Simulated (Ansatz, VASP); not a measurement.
Two plane-wave programs on Mg

Contents of INCAR:

```
ALGO = Normal
EDIFF = 1E-7
ENCUT = 520
ISIF = 2
ISMEAR = 0
LASPH = T
LCHARG = F
LREAL = F
LWAVE = F
NBANDS = 7
NELM = 60
PREC = Accurate
SIGMA = 0.15
```

Contents of KPOINTS:

```
k-points
0
Gamma
  21 21 18
```

Contents of POSCAR:

```
Mg
1.0
    3.1362686042      0.0000000000      0.0000000000
   -1.5681343021      2.7160882843      0.0000000000
    0.0000000000      0.0000000000      2.8802002335
Mg
1
Direct
    0.0000000000      0.0000000000      0.0000000000
```

Input for Ansatz:

```yaml
crystal:
  lattice:
    - [3.1362686042, 0.0, 0.0]
    - [-1.5681343021, 2.7160882843, 0.0]
    - [0.0, 0.0, 2.8802002335]
  atoms:
    - { symbol: Mg, position: [0.0, 0.0, 0.0] }
basis:
  ecutwfc: 420
kpoints:
  mp_grid: { grid: [21, 21, 18] }
hamiltonian:
  xc: lda
scf:
  occupations: { method: gaussian, width: 0.15 }
output:
  forces: true
  stress: true
  eigenvalues: true
```

Alike in both runs: task single point; functional LDA; k mesh 21 × 21 × 18; occupations gaussian, width 0.15 eV; no spin polarisation.

|  | VASP | Ansatz |
| --- | --- | --- |
| version | VASP 6.6.1 | Ansatz 0.2.0 |
| potentials or method | VASP PAW LDA potentials, release 64 (Mg), cutoff 520 eV | scalar-relativistic, plane waves, PAW |
| valence electrons in the cell | 2 | 10 |

```csv
,VASP,Ansatz,Ansatz less VASP
gap on the k mesh at the Fermi level (eV),none,none,-
pressure (GPa),-0.9,-0.7,+0.25
"traceless stress, the component that is largest in VASP (GPa)",3.78,3.75,-0.032
```

LDA's correlation is that of Perdew and Zunger in VASP and of Perdew and Wang (1992) in Ansatz. A gap of «none» marks a metal or a gap that the smearing closes. VASP's potentials hold 2 valence electrons a cell and Ansatz's 10, so a difference there can come from the potentials and not from the codes.
